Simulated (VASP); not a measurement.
# Pd (Fd-3m) in VASP: further runs

Runs on Pd. Level: RPBE. Tasks: relaxation of cell and atoms, single point.

All numbers are computed with VASP 6.6.1; they aren't measurements. Logs are shortened: lines on timing, memory, paths and dates and some standing lists are left out, and cuts for length are marked.

**1. The cell of the first run**

Symmetry: Fd-3m, No. 227, cubic system. The conventional cell has a = 5.416 Å, b = 5.416 Å, c = 5.416 Å, α = 90.00°, β = 90.00°, γ = 90.00°. Within 3.1 Å of Pd (site symmetry -43m) lie 4 Pd at 2.35 Å.

This isn't the form of Pd at room conditions, which is fcc.

**2. Relaxation of cell and atoms, RPBE, collinear spin**

The input, INCAR:

```
SYSTEM = Pd
ALGO = Normal
EDIFF = 1E-6
EDIFFG = -0.01
ENCUT = 600
GGA = RP
IBRION = 2
ISIF = 3
ISMEAR = -1
ISPIN = 2
LASPH = .True.
LCHARG = .False.
LMAXMIX = 4
LORBIT = 11
LREAL = .False.
LWAVE = .False.
MAGMOM = 0.5 -0.5
NELM = 150
NSW = 80
PREC = Accurate
SIGMA = 0.05
```

The input, KPOINTS:

```
k-points
0
Gamma
  10 10 10
  0 0 0
```

The input, POSCAR:

```
Pd
1.0
    0.0000000000      2.7082278367      2.7082278367
    2.7082278367      0.0000000000      2.7082278367
    2.7082278367      2.7082278367      0.0000000000
Pd
2
Direct
    0.1250000000      0.1250000000      0.1250000000
    0.8750000000      0.8750000000      0.8750000000
```

Potentials or basis: VASP PAW PBE potentials, release 64 (Pd).

Command:

```sh
$ cat potpaw_PBE.64/Pd/POTCAR > POTCAR
$ mpirun -np 1 vasp_std > vasp.out
```

OUTCAR:

```text
SYSTEM = Pd
   EDIFF = 1E-6
   EDIFFG = -0.01
   ENCUT = 600
   GGA = RP
   IBRION = 2
   ISIF = 3
   ISMEAR = -1
   ISPIN = 2
   LASPH = .True.
   LORBIT = 11
   LREAL = .False.
   NELM = 150
   NSW = 80
   PREC = Accurate

 ion  position               nearest neighbor table
   1  0.125  0.125  0.125-   2 2.35   2 2.35   2 2.35   2 2.35
   2  0.875  0.875  0.875-   1 2.35   1 2.35   1 2.35   1 2.35

  LATTYP: Found a face centered cubic cell.
 ALAT       =     5.4164556734

  Lattice vectors:

 A1 = (   0.0000000000,   2.7082278367,   2.7082278367)
 A2 = (   2.7082278367,   0.0000000000,   2.7082278367)
 A3 = (   2.7082278367,   2.7082278367,   0.0000000000)

Analysis of symmetry for initial positions (statically):
=====================================================================
 Subroutine PRICEL returns:
 Original cell was already a primitive cell.

 Routine SETGRP: Setting up the symmetry group for a
 face centered cubic supercell.

 Subroutine GETGRP returns: Found 48 space group operations
 (whereof 12 operations were pure point group operations)
 out of a pool of 48 trial point group operations.

The static configuration has the point symmetry D_3d.
 The point group associated with its full space group is O_h .

Analysis of symmetry for dynamics (positions and initial velocities):
=====================================================================
 Subroutine PRICEL returns:
 Original cell was already a primitive cell.

 Routine SETGRP: Setting up the symmetry group for a
 face centered cubic supercell.

 Subroutine GETGRP returns: Found 48 space group operations
 (whereof 12 operations were pure point group operations)
 out of a pool of 48 trial point group operations.

The dynamic configuration has the point symmetry D_3d.
 The point group associated with its full space group is O_h .

Analysis of structural, dynamic, and magnetic symmetry:
=====================================================================
 Subroutine PRICEL returns:
 Original cell was already a primitive cell.

 Routine SETGRP: Setting up the symmetry group for a
 face centered cubic supercell.

 Subroutine GETGRP returns: Found 48 space group operations
 (whereof 12 operations were pure point group operations)
 out of a pool of 48 trial point group operations.

The overall configuration has the point symmetry D_3d.
 The point group associated with its full space group is O_h .

 Subroutine INISYM returns: Found 48 space group operations
 (whereof 12 operations are pure point group operations),
 and found     1 'primitive' translations

----------------------------------------------------------------------------------------

                                     Primitive cell

  volume of cell :      39.7270

  direct lattice vectors                    reciprocal lattice vectors
     0.000000000  2.708227837  2.708227837    -0.184622576  0.184622576  0.184622576
     2.708227837  0.000000000  2.708227837     0.184622576 -0.184622576  0.184622576
     2.708227837  2.708227837  0.000000000     0.184622576  0.184622576 -0.184622576

  length of vectors
     3.830012537  3.830012537  3.830012537     0.319775682  0.319775682  0.319775682

  position of ions in fractional coordinates (direct lattice)
     0.125000000  0.125000000  0.125000000
     0.875000000  0.875000000  0.875000000

  ion indices of the primitive-cell ions
   primitive index   ion index
                 1           1
                 2           2

----------------------------------------------------------------------------------------

 KPOINTS: k-points

Automatic generation of k-mesh.
 Grid dimensions read from file:
 generate k-points for:   10   10   10

 Generating k-lattice:

  Cartesian coordinates                     Fractional coordinates (reciprocal lattice)
    -0.018462258  0.018462258  0.018462258     0.100000000  0.000000000  0.000000000
     0.018462258 -0.018462258  0.018462258     0.000000000  0.100000000  0.000000000
     0.018462258  0.018462258 -0.018462258     0.000000000  0.000000000  0.100000000

  Length of vectors
     0.031977568  0.031977568  0.031977568

  Shift w.r.t. Gamma in fractional coordinates (k-lattice)
     0.000000000  0.000000000  0.000000000

 Subroutine IBZKPT returns following result:
 ===========================================

 Found     47 irreducible k-points:

 Following reciprocal coordinates:
            Coordinates               Weight
  0.000000  0.000000  0.000000      1.000000
  0.100000  0.000000  0.000000      8.000000
  0.200000  0.000000  0.000000      8.000000
  0.300000  0.000000  0.000000      8.000000
  0.400000  0.000000  0.000000      8.000000
  0.500000  0.000000  0.000000      4.000000
[... 16 lines left out ...]
  0.300000  0.300000  0.000000      6.000000
  0.400000  0.300000  0.000000     24.000000
 [... further k-points ...]
   k-points           NKPTS =     47   k-points in BZ     NKDIM =     47   number of bands    NBANDS=     14
   number of dos      NEDOS =    301   number of ions     NIONS =      2
   total plane-waves  NPLWV =  32768
   dimension x,y,z NGX =    32 NGY =   32 NGZ =   32
   dimension x,y,z NGXF=    64 NGYF=   64 NGZF=   64
   ions per type =               2
   NGX,Y,Z   is equivalent  to a cutoff of  13.89, 13.89, 13.89 a.u.
   NGXF,Y,Z  is equivalent  to a cutoff of  27.78, 27.78, 27.78 a.u.
 SYSTEM =  Pd
   PREC   = accura    normal or accurate (medium, high low for compatibility)
   ISTART =      0    job   : 0-new  1-cont  2-samecut
   ICHARG =      2    charge: 1-file 2-atom 10-const
   ISPIN  =      2    spin polarized calculation?
   LNONCOLLINEAR =      F non collinear calculations
   LSORBIT =      F    spin-orbit coupling
   LASPH  =      T    aspherical Exc in radial PAW
   ENCUT  =  600.0 eV  44.10 Ry    6.64 a.u.   7.65  7.65  7.65*2*pi/ulx,y,z
   NELM   =    150;   NELMIN=  2; NELMDL= -5     # of ELM steps
   EDIFF  = 0.1E-05   stopping-criterion for ELM
   LREAL  =      F    real-space projection
   EDIFFG = -.1E-01   stopping-criterion for IOM
   NSW    =     80    number of steps for IOM
   IBRION =      2    ionic relax: 0-MD 1-quasi-New 2-CG
   NFREE  =      1    steps in history (QN), initial steepest desc. (CG)
   ISIF   =      3    stress and relaxation
   ISYM   =      2    0-nonsym 1-usesym 2-fastsym
   POTIM  = 0.5000    time-step for ionic-motion
   TEBEG  =    0.0;   TEEND  =   0.0 temperature during run
   PSTRESS=    0.0 pullay stress
   NELECT =      20.0000    total number of electrons
   NUPDOWN=      -1.0000    fix difference up-down
   EMIN   =  10.00;   EMAX   =-10.00  energy-range for DOS
   EFERMI =   0.00;   METHOD = LEGACY
   ISMEAR =    -1;   SIGMA  =   0.05  broadening in eV -4-tet -1-fermi 0-gaus
   EFERMI_NEDOS =   21; number of points for ismear=-14 and -15
   IALGO  =     38    algorithm
   IMIX   =      4    mixing-type and parameters
     AMIX     =   0.40;   BMIX     =  1.00
     AMIX_MAG =   1.60;   BMIX_MAG =  1.00
  volume/ion in A,a.u.               =      19.86       134.05
  Fermi-wavevector in a.u.,A,eV,Ry     =   1.302336  2.461058 23.076548  1.696078
  Thomas-Fermi vector in A             =   2.433411
   LORBIT       =     11    0 simple, 1 ext, 2 COOP (PROOUT), +10 PAW based schemes
   GGA     = RP    functional components
   LHFCALC =     F    Hartree Fock is set to
   AEXX    =    0.0000 exact exchange contribution
   IVDW    =     0    specifies the selected vdW correction
   LEPSILON=     F    determine dielectric tensor
   LRPA    =     F    only Hartree local field effects (RPA)
 conjugate gradient relaxation of ions
 spin polarized calculation
  energy-cutoff  :      600.00
  volume of cell :       39.73
 maximum number of plane-waves:      1363
   NGX = 15   NGY = 15   NGZ = 15

--------------------------------------- Ionic step        1  -------------------------------------------

 number of electron      19.9999998 magnetization      -0.0000000

 number of electron      19.9999998 magnetization       0.0000000

 Free energy of the ion-electron system (eV)
  ---------------------------------------------------
  ext. energy  EPLUGINS =         0.00000000
  ---------------------------------------------------
  free energy    TOTEN  =        -6.50476987 eV

  energy without entropy =       -6.45421793  energy(sigma->0) =       -6.47949390

 E-fermi :   6.4642     XC(G=0): -10.9252

 val. band max:        6.4544638784   @ k =  -0.3000   0.3000   0.0000
 cond. band min:       6.4785342215   @ k =  -0.3000   0.4000   0.1000
 fundamental gap:      0.0240703431
 Fermi energy:         6.4641772076

 spin component 1

 k-point     1 :       0.0000    0.0000    0.0000
  band No.  band energies     occupation
      1       0.8510      1.00000
      2       1.9787      1.00000
      3       1.9787      1.00000
      4       2.2722      1.00000
      5       2.2722      1.00000
      6       2.2722      1.00000
      7       4.6896      1.00000
      8       4.6896      1.00000
      9       4.6896      1.00000
     10       6.2956      0.96677
     11       6.2956      0.96677
     12      19.6059      0.00000
     13      19.6059      0.00000
     14      19.6336      0.00000
[... 870 lines left out ...]
  FREE ENERGIE OF THE ION-ELECTRON SYSTEM (eV)
  ---------------------------------------------------
  free  energy   TOTEN  =        -6.9641248149 eV

  energy  without entropy=       -6.8972677356  energy(sigma->0) =       -6.93069628

--------------------------------------- Ionic step        3  -------------------------------------------

 number of electron      20.0000007 magnetization      -0.0000000

 number of electron      20.0000007 magnetization       0.0000000

 Free energy of the ion-electron system (eV)
  ---------------------------------------------------
  ext. energy  EPLUGINS =         0.00000000
  ---------------------------------------------------
  free energy    TOTEN  =        -7.22915019 eV

  energy without entropy =       -7.16719379  energy(sigma->0) =       -7.19817199

 E-fermi :   3.6568     XC(G=0):  -9.5033

 val. band max:        3.6533422286   @ k =   0.3000   0.2000   0.1000
 cond. band min:       3.6674917710   @ k =   0.2000   0.2000   0.0000
 fundamental gap:      0.0141495424
 Fermi energy:         3.6567772481

 spin component 1

 k-point     1 :       0.0000    0.0000    0.0000
  band No.  band energies     occupation
      1      -0.5287      1.00000
      2       0.5890      1.00000
      3       0.5890      1.00000
      4       0.6938      1.00000
      5       0.6938      1.00000
      6       0.6938      1.00000
      7       2.4526      1.00000
      8       2.4526      1.00000
      9       2.4526      1.00000
     10       3.4913      0.96475
     11       3.4913      0.96475
     12      14.9372      0.00000
     13      14.9372      0.00000
     14      14.9372      0.00000
[... 825 lines left out ...]
 POSITION                                       TOTAL-FORCE (eV/Angst)
 -----------------------------------------------------------------------------------
      0.73596      0.73596      0.73596         0.000000      0.000000      0.000000
      5.15173      5.15173      5.15173        -0.000000     -0.000000     -0.000000
 -----------------------------------------------------------------------------------
    total drift:                                0.000000      0.000000     -0.000000

  FREE ENERGIE OF THE ION-ELECTRON SYSTEM (eV)
  ---------------------------------------------------
  free  energy   TOTEN  =        -7.2291501929 eV

  energy  without entropy=       -7.1671937949  energy(sigma->0) =       -7.19817199

 reached required accuracy - stopping structural energy minimisation

 total charge

# of ion       s       p       d       tot
------------------------------------------
    1        0.475   0.261   8.528   9.264
    2        0.475   0.261   8.528   9.264
--------------------------------------------------
tot          0.949   0.523  17.055  18.527

 magnetization (x)

# of ion       s       p       d       tot
------------------------------------------
    1        0.000   0.000   0.000   0.000
    2       -0.000  -0.000  -0.000  -0.000
--------------------------------------------------
tot          0.000   0.000   0.000   0.000
```

Run time: 74 s. Hardware: 1 thread of AMD EPYC 9R45 (Zen 5), shared host; peak memory 0.2 GiB.

Results:

```yaml
Free_energy: -7.2292 eV
Relaxed_volume: 25.51 Å³/atom
Relaxed_cell: a = 4.163 Å, b = 4.163 Å, c = 4.163 Å, α = 60.00°, β = 60.00°, γ = 60.00°
Space_group_after_relaxing_to_0.1_Å: Fd-3m (No. 227)
Energy_gained_by_relaxing: 362.2 meV/atom
Ionic_steps: 3
Pressure_after_relaxing: 0.0 GPa
Band_gap_on_the_k_mesh: zero (filled and empty bands overlap)
Net_moment: 0.00 μB per cell
Valence_electrons_inside_the_program's_atomic_spheres: Pd 9.26
```

The path:
```tsv
step	energy change (eV)	largest force (eV/Å)	pressure (GPa)	volume (Å³)
1	0.0000	0.0000	26.91	39.73
2	-0.4594	0.0000	-6.15	62.16
3	-0.7244	0.0000	-0.02	51.02
```

Final structure:
```yaml
crystal:
  lattice:
    - [0.00000, 2.94385, 2.94385]
    - [2.94385, 0.00000, 2.94385]
    - [2.94385, 2.94385, 0.00000]
  atoms:
    - { symbol: Pd, position: [0.12500, 0.12500, 0.12500] }
    - { symbol: Pd, position: [0.87500, 0.87500, 0.87500] }
```

Levels at points of the mesh, in eV from the Fermi level:
Spin up:
| k point | band 7 | band 8 | band 9 | band 10 | band 11 | band 12 | band 13 | band 14 |
| --- | --- | --- | --- | --- | --- | --- | --- | --- |
| (0.00, 0.00, 0.00) | -1.20 | -1.20 | -1.20 | -0.17 | -0.17 | 11.28 | 11.28 | 11.28 |
| (0.50, 0.00, 0.00) | -0.93 | -0.93 | -0.30 | -0.30 | 0.21 | 1.26 | 8.30 | 8.30 |
| (0.50, 0.50, 0.00) | -1.66 | -1.66 | -0.14 | -0.14 | 1.94 | 1.94 | 4.85 | 4.85 |
Spin down:
```tsv
k point	band 6	band 7	band 8	band 9	band 10	band 11	band 12	band 13	band 14
(0.00, 0.00, 0.00)	-2.96	-1.20	-1.20	-1.20	-0.17	-0.17	11.28	11.28	11.28
(0.50, 0.00, 0.00)	-2.76	-0.93	-0.93	-0.30	-0.30	0.21	1.26	8.30	8.30
(0.50, 0.50, 0.00)	-1.74	-1.66	-1.66	-0.14	-0.14	1.94	1.94	4.85	4.85
```

Caveat: the volume moved by over 15 % at a fixed basis, so the end points are rough; the PAW data sets were made with another functional, which shifts forces and pressure a little.

**3. Single point, RPBE, collinear spin**

This run uses another cell than the first one, of 25.62 Å³/atom.

The input, INCAR:

```
SYSTEM = Pd
ALGO = Normal ; EDIFF = 1E-6
ENCUT = 520 ; GGA = RP
ISIF = 2 ; ISMEAR = -1
ISPIN = 2 ; LASPH = .TRUE.
LCHARG = .FALSE. ; LMAXMIX = 4
LORBIT = 11 ; LREAL = .FALSE.
LWAVE = .FALSE. ; MAGMOM = -0.446 -0.446
NBANDS = 21 ; NELM = 150
PREC = Accurate ; SIGMA = 0.05
```

The input, KPOINTS:

```
k-points
0
G
  15 15 15
  0 0 0
```

The input, POSCAR:

```
Pd
1.0
    0.0000000000      2.9478184417      2.9478184417
    2.9478184417      0.0000000000      2.9478184417
    2.9478184417      2.9478184417      0.0000000000
Pd
2
Direct
    0.1250000000      0.1250000000      0.1250000000
    0.8750000000      0.8750000000      0.8750000000
```

Potentials or basis: VASP PAW PBE potentials, release 64 (Pd).

Command:

```sh
$ cat potpaw_PBE.64/Pd/POTCAR > POTCAR
$ mpirun -np 1 vasp_std > vasp.out
```

Wall time 1.7 min (1 thread of AMD EPYC 9R45 (Zen 5), shared host); peak memory 0.3 GiB.

The run converged. Its results:

```
Free energy                                           : -7.2535 eV
Pressure                                              : -0.2 GPa
Net moment                                            : -0.91 μB per cell
Site moments                                          : Pd -0.45 μB
Valence electrons inside the program's atomic spheres : Pd 9.26
```

Levels at points of the mesh, in eV from the Fermi level:
Spin up:
| k point | band 7 | band 8 | band 9 | band 10 | band 11 | band 12 | band 13 | band 14 |
| --- | --- | --- | --- | --- | --- | --- | --- | --- |
| (0.00, 0.00, 0.00) | -1.10 | -1.10 | -1.10 | -0.07 | -0.07 | 11.22 | 11.22 | 11.22 |
Spin down:
```csv
k point,band 8,band 9,band 10,band 11,band 12,band 13,band 14,band 15
"(0.00, 0.00, 0.00)",-1.44,-1.44,-0.40,-0.40,11.14,11.14,11.14,11.63
```

Caveat: the PAW data sets were made with another functional, which shifts forces and pressure a little.
